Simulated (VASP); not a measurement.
A run of VASP 6.6.1 is set up as follows.

Contents of INCAR:

```
SYSTEM = Mn
ALGO = Normal ; EDIFF = 1E-6
EDIFFG = -0.01 ; ENCUT = 600
GGA = RP ; IBRION = 2
ISIF = 3 ; ISMEAR = -1
LASPH = .TRUE. ; LCHARG = .FALSE.
LREAL = .FALSE. ; LWAVE = .FALSE.
NELM = 80 ; NSW = 80
PREC = Accurate ; SIGMA = 0.1
```

KPOINTS

```
k-points
0
G
  13 13 13
  0 0 0
```

Contents of POSCAR:

```
Mn
1.0
    2.3324620846      0.0000000000      0.0000000000
    0.0000000000      2.3324620846      0.0000000000
    0.0000000000      0.0000000000      2.3324620846
Mn
1
Direct
    0.0000000000      0.0000000000      0.0000000000
```

Potentials or basis: VASP PAW PBE potentials, release 64 (Mn_pv).

Launch:

```bash
$ cat potpaw_PBE.64/Mn_pv/POTCAR > POTCAR
$ mpirun -np 1 vasp_std > vasp.out
```

**Question.** Estimate the relaxed cell.

**Answer.** a = 2.303 Å, b = 2.303 Å, c = 2.303 Å, α = 90.00°, β = 90.00°, γ = 90.00°.

**Question.** Predict the relaxed volume.

**Answer.** 12.22 Å³/atom.

**Question.** Estimate the space group after relaxing (to 0.05 Å).

**Answer.** Pm-3m (No. 221).

The path:
```
step  energy change (eV)  largest force (eV/Å)  pressure (GPa)  volume (Å³)
   1              0.0000                0.0000           -6.79        12.69
   2              0.0027                0.0000            9.04        11.73
   3             -0.0103                0.0000            0.04        12.22
```

Caveat: the PAW data sets were made with another functional, which shifts forces and pressure a little; the run has no spin polarisation, though such a crystal can be magnetic. Spin polarisation is off, so any magnetic state and its effect on volume and gap are missing.
